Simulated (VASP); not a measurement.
Input of a VASP 6.6.1 run:

The input INCAR:

```
PREC = Accurate ; ENCUT = 520
EDIFF = 1E-7 ; ISMEAR = -1
SIGMA = 0.05 ; LREAL = False
LASPH = True ; NELM = 80
ALGO = Fast ; ISIF = 2
LWAVE = False ; LCHARG = False
GGA = PS ; NBANDS = 10
```

KPOINTS

```
Automatic mesh
0
Gamma
  7 7 7
```

File POSCAR:

```
Rb
1.0
   -1.8574795017      1.8574795017      1.8574795017
    1.8574795017     -1.8574795017      1.8574795017
    1.8574795017      1.8574795017     -1.8574795017
Rb
1
Direct
    0.0000000000      0.0000000000      0.0000000000
```

Potentials or basis: VASP PAW PBE potentials, release 64 (Rb_sv).

Run with:

```console
$ cat potpaw_PBE.64/Rb_sv/POTCAR > POTCAR
$ mpirun -np 1 vasp_std > vasp.out
```

(1) What does it give for the pressure?

(2) Predict the band gap on the k mesh.

Answers

(1) 20.3 GPa.

(2) zero (an odd number of electrons rules out a gap without spin polarisation).

Caveat: the cell stands under pressure; the PAW data sets were made with another functional, which shifts forces and pressure a little.
